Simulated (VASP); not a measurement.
# Si16O (a cell with a defect) in VASP: a series of runs, part 2 of 2

VASP 6.6.1.

### Step 3. Single point, LDA, collinear spin, zero start

INCAR reads:

```
PREC     = Accurate       # precision mode
ENCUT    = 520            # plane-wave cutoff, eV
EDIFF    = 1E-6           # SCF threshold, eV
ISMEAR   = -1             # smearing method
SIGMA    = 0.02           # smearing width, eV
LREAL    = Auto         
LASPH    = T              # aspherical terms in the spheres
NELM     = 150            # most SCF steps
ALGO     = Normal         # electronic algorithm
ISIF     = 2              # what is computed and relaxed
LWAVE    = F              # write WAVECAR
LCHARG   = F              # write CHGCAR
ISPIN    = 2              # spin polarisation
MAGMOM   = 0 0 0 0 0 0 0 0 0 0 0 0 0 0 0 0 0 # initial moments
LORBIT   = 11             # projections on sites
NBANDS   = 53             # bands
```

KPOINTS reads:

```
regular mesh
0
Gamma
  2 2 2
```

POSCAR reads:

```
Si16O
1.0
    0.0000000000      5.4300000000      5.4300000000
    5.4300000000      0.0000000000      5.4300000000
    5.4300000000      5.4300000000      0.0000000000
Si O
16 1
Direct
    0.0034254144      0.0144014733     -0.0106813996
    0.1315561694      0.1602302026      0.0855524862
   -0.0230755064     -0.0091160221      0.5314732965
    0.1254880295      0.1280110497      0.6222099448
   -0.0296040516      0.5502670350      0.0087016575
    0.1291528545      0.6507182320      0.1338674033
    0.0006537753      0.5079650092      0.5007458564
    0.1683517495      0.6013904236      0.6034346225
    0.5046869245     -0.0419429098      0.0278360958
    0.6394290976      0.0802025783      0.1360773481
    0.5084530387     -0.0102762431      0.5227255985
    0.6089963168      0.1408563536      0.6489042357
    0.4857550645      0.4641160221      0.0466022099
    0.6148987109      0.5727992634      0.1692817680
    0.5222559853      0.4941896869      0.5227716390
    0.6285819521      0.6194843462      0.6783057090
    0.8632412523      0.8163720074      0.8105893186
```

Potentials or basis: VASP PAW LDA potentials, release 64 (Si, O).

On the command line:

```
cat potpaw_LDA.64/Si/POTCAR potpaw_LDA.64/O/POTCAR > POTCAR
mpirun -np 1 vasp_std > vasp.out
```

It took 4.3 min on 1 thread of Intel Xeon 6975P-C (Granite Rapids), shared host; peak memory 0.48 GiB.

It converged, with:

```yaml
Free_energy: -99.2098 eV
Pressure: -0.8 GPa
Largest_force: 1.514 eV/Å
Band_gap_on_the_k_mesh: 0.12 eV
Net_moment: 0.00 μB per cell
Valence_electrons_inside_the_program's_atomic_spheres: Si 1.74, 1.64, 1.61, 1.70, 1.60, 1.73, 1.71, 1.66, 1.68, 1.76, 1.69 (each value once); O 4.96
```

Forces on the atoms (eV/Å):
```
Si   0.302 -0.006  0.350
Si   0.639  0.513 -0.170
Si  -0.311  1.170 -0.059
Si  -0.684 -0.272  0.411
Si  -0.653 -0.522  1.133
Si  -0.498 -0.577 -1.173
Si   0.052  0.619 -0.480
Si   1.009 -0.394 -0.142
Si  -0.423 -0.616  0.143
Si   1.491  0.249 -0.084
Si   0.243 -0.751  0.154
Si  -0.692 -0.031 -0.898
Si  -1.038  0.248 -0.139
Si   0.862 -0.061  0.782
Si   0.895  0.362  0.571
Si  -0.748 -0.612  0.046
O   -0.446  0.682 -0.445
```

Stress tensor (GPa, compression positive):
```
 0.15 -0.40 -0.59
-0.40 -1.51  2.02
-0.59  2.02 -1.14
```

Levels at points of the mesh, in eV from the valence-band top:
Spin up:
```
           k point  band 33  band 34  band 35  band 36  band 37  band 38
(0.00, 0.00, 0.00)    -0.34    -0.27     0.00     0.12     0.29     0.41
(0.50, 0.00, 0.00)    -1.01    -0.87    -0.49     0.99     1.08     1.10
(0.00, 0.50, 0.00)    -1.13    -0.70    -0.51     0.69     1.03     1.07
(0.00, 0.00, 0.50)    -1.10    -0.83    -0.52     0.67     0.96     1.08
(0.50, 0.50, 0.50)    -1.00    -0.87    -0.11     0.37     0.83     0.98
(0.50, 0.50, 0.00)    -1.43    -1.32    -0.74     0.66     0.94     1.10
(0.00, 0.50, 0.50)    -1.46    -1.21    -1.13     0.71     0.92     1.04
(0.50, 0.00, 0.50)    -1.41    -1.28    -0.77     0.53     0.95     1.10
```
Spin down:
```tsv
k point	band 31	band 32	band 33	band 34	band 35	band 36	band 37	band 38	band 39	band 40
(0.00, 0.00, 0.00)	-1.15	-0.77	-0.34	-0.27	0.00	0.12	0.29	0.41	0.70	0.77
(0.50, 0.00, 0.00)	-1.83	-1.19	-1.01	-0.87	-0.49	0.99	1.08	1.10	1.18	1.33
(0.00, 0.50, 0.00)	-1.65	-1.51	-1.13	-0.70	-0.51	0.69	1.03	1.07	1.14	1.38
(0.00, 0.00, 0.50)	-1.74	-1.53	-1.10	-0.83	-0.52	0.67	0.96	1.08	1.17	1.35
(0.50, 0.50, 0.50)	-1.58	-1.07	-1.00	-0.87	-0.11	0.37	0.83	0.98	1.06	1.21
(0.50, 0.50, 0.00)	-1.86	-1.53	-1.43	-1.32	-0.74	0.66	0.94	1.10	2.06	2.16
(0.00, 0.50, 0.50)	-1.79	-1.66	-1.46	-1.21	-1.13	0.71	0.92	1.04	1.95	2.08
(0.50, 0.00, 0.50)	-1.73	-1.67	-1.41	-1.28	-0.77	0.53	0.95	1.10	1.96	2.16
```

Caveat: the k points lie up to 0.50 Å⁻¹ apart.

### Step 4. Single point, LDA, collinear spin, zero start

INCAR reads:

```
SYSTEM = Si16O
PREC = Accurate ; ENCUT = 520
EDIFF = 1E-7 ; ISMEAR = -1
SIGMA = 0.02 ; LREAL = Auto
LASPH = .TRUE. ; NELM = 150
ALGO = Normal ; ISIF = 2
LWAVE = .FALSE. ; LCHARG = .FALSE.
ISPIN = 2 ; MAGMOM = 0 0 0 0 0 0 0 0 0 0 0 0 0 0 0 0 0
LORBIT = 11 ; GGA = CA
NBANDS = 53
```

KPOINTS reads:

```
regular mesh
0
G
  2 2 2
  0 0 0
```

POSCAR reads:

```
Si16O
1.0
    0.0000000000      5.4300000000      5.4300000000
    5.4300000000      0.0000000000      5.4300000000
    5.4300000000      5.4300000000      0.0000000000
Si O
16 1
Direct
   -0.0091068140     -0.0016850829      0.0131583794
    0.0924769797      0.1580018416      0.1255893186
   -0.0351749540     -0.0345303867      0.5411418048
    0.1305248619      0.0938397790      0.6473204420
   -0.0409300184      0.5467127072      0.0201381215
    0.1194198895      0.6237108656      0.1626427256
    0.0204696133      0.4630478821      0.5243738490
    0.1704696133      0.6188121547      0.5861786372
    0.4620073665     -0.0404972376      0.0414548803
    0.6007918969      0.1164456722      0.1437753223
    0.5035082873      0.0077255985      0.5283517495
    0.5975414365      0.1300092081      0.6647790055
    0.4897421731      0.4838305709      0.0221731123
    0.5886372007      0.5664456722      0.1959484346
    0.5068139963      0.4845856354      0.5636095764
    0.6539502762      0.6228637201      0.6577071823
    0.8889134438      0.7844198895      0.8185082873
```

On the command line:

```
cat potpaw_LDA.64/Si/POTCAR potpaw_LDA.64/O/POTCAR > POTCAR
mpirun -np 1 vasp_std > vasp.out
```

Run time: 3.9 min. Hardware: 1 thread of Intel Xeon 6975P-C (Granite Rapids), shared host; peak memory 0.48 GiB.

It converged, with:

* Free energy: -99.2898 eV
* Pressure: -0.8 GPa
* Largest force: 2.309 eV/Å
* Band gap on the k mesh: 0.23 eV
* Net moment: 0.00 μB per cell
* Valence electrons inside the program's atomic spheres: Si 1.70, 1.66, 1.61, 1.60, 1.72, 1.73, 1.68, 1.65, 1.75, 1.74, 1.69 (each value once); O 5.02

Forces in eV/Å, atoms in the order of the input:
```
Si   0.941 -0.214 -0.432
Si  -0.031  0.114 -0.422
Si   1.016  0.309  2.050
Si  -0.848 -0.489 -0.450
Si   0.338  0.026 -0.241
Si  -0.578 -1.150  0.151
Si   0.313  0.534  0.022
Si   0.036 -0.748 -0.841
Si   0.675  0.478  0.838
Si  -0.887  0.716 -0.628
Si  -1.424 -1.311 -0.821
Si   0.342  1.037 -0.376
Si  -0.104 -0.058 -0.539
Si   1.132  0.174  1.407
Si  -0.052  0.397  1.047
Si   0.292 -0.839 -0.013
O   -1.163  1.024 -0.752
```

Stress tensor (GPa, compression positive):
```
-0.15 -0.36 -0.12
-0.36 -0.96  0.72
-0.12  0.72 -1.43
```

Levels at points of the mesh, in eV from the valence-band top:
Spin up:
| k point | band 31 | band 32 | band 33 | band 34 | band 35 | band 36 | band 37 | band 38 | band 39 | band 40 |
| --- | --- | --- | --- | --- | --- | --- | --- | --- | --- | --- |
| (0.00, 0.00, 0.00) | -1.06 | -0.79 | -0.46 | -0.12 | 0.00 | 0.23 | 0.34 | 0.45 | 0.73 | 0.76 |
| (0.50, 0.00, 0.00) | -1.77 | -1.02 | -0.93 | -0.80 | -0.46 | 0.67 | 1.05 | 1.18 | 1.29 | 1.51 |
| (0.00, 0.50, 0.00) | -1.70 | -1.34 | -1.08 | -0.47 | -0.19 | 0.69 | 0.95 | 1.18 | 1.31 | 1.42 |
| (0.00, 0.00, 0.50) | -1.63 | -1.40 | -0.93 | -0.73 | -0.41 | 0.60 | 0.81 | 1.10 | 1.19 | 1.32 |
| (0.50, 0.50, 0.50) | -1.56 | -1.00 | -0.97 | -0.68 | -0.40 | 0.40 | 0.93 | 0.99 | 1.14 | 1.37 |
| (0.50, 0.50, 0.00) | -1.90 | -1.47 | -1.40 | -1.12 | -0.70 | 0.83 | 0.87 | 1.24 | 1.84 | 2.17 |
| (0.00, 0.50, 0.50) | -1.58 | -1.53 | -1.42 | -1.15 | -1.01 | 0.76 | 0.89 | 0.99 | 1.79 | 2.13 |
| (0.50, 0.00, 0.50) | -1.74 | -1.49 | -1.30 | -1.08 | -0.54 | 0.64 | 0.89 | 1.17 | 1.90 | 2.13 |
Spin down:
| k point | band 32 | band 33 | band 34 | band 35 | band 36 | band 37 | band 38 | band 39 |
| --- | --- | --- | --- | --- | --- | --- | --- | --- |
| (0.00, 0.00, 0.00) | -0.79 | -0.46 | -0.12 | 0.00 | 0.23 | 0.34 | 0.45 | 0.73 |
| (0.50, 0.00, 0.00) | -1.02 | -0.93 | -0.80 | -0.46 | 0.67 | 1.05 | 1.18 | 1.29 |
| (0.00, 0.50, 0.00) | -1.34 | -1.08 | -0.47 | -0.19 | 0.69 | 0.95 | 1.18 | 1.31 |
| (0.00, 0.00, 0.50) | -1.40 | -0.93 | -0.73 | -0.41 | 0.60 | 0.81 | 1.10 | 1.19 |
| (0.50, 0.50, 0.50) | -1.00 | -0.97 | -0.68 | -0.40 | 0.40 | 0.93 | 0.99 | 1.14 |
| (0.50, 0.50, 0.00) | -1.47 | -1.40 | -1.12 | -0.70 | 0.83 | 0.87 | 1.24 | 1.84 |
| (0.00, 0.50, 0.50) | -1.53 | -1.42 | -1.15 | -1.01 | 0.76 | 0.89 | 0.99 | 1.79 |
| (0.50, 0.00, 0.50) | -1.49 | -1.30 | -1.08 | -0.54 | 0.64 | 0.89 | 1.17 | 1.90 |

Caveat: the k points lie up to 0.50 Å⁻¹ apart.

### Step 5. The runs side by side

```tsv
cell	gap on the mesh (eV)	pressure (GPa)	moment (μB)	largest force (eV/Å)
as given, atomic positions A	0.04	-0.4	0.00	2.17
as given, atomic positions B	0.12	-0.8	0.00	1.51
as given, atomic positions C	0.23	-0.8	0.00	2.31
```

Alike in all rows: task single point; level LDA; potentials or basis VASP PAW LDA potentials, release 64 (Si, O); spin collinear, zero start; k mesh 2 × 2 × 2; cutoff (eV) 520; smearing fermi-dirac 0.02 eV.

Caveats: all runs use coarse meshes.

Total energies depend on the potentials used, so only differences within one code and one set of settings carry meaning.
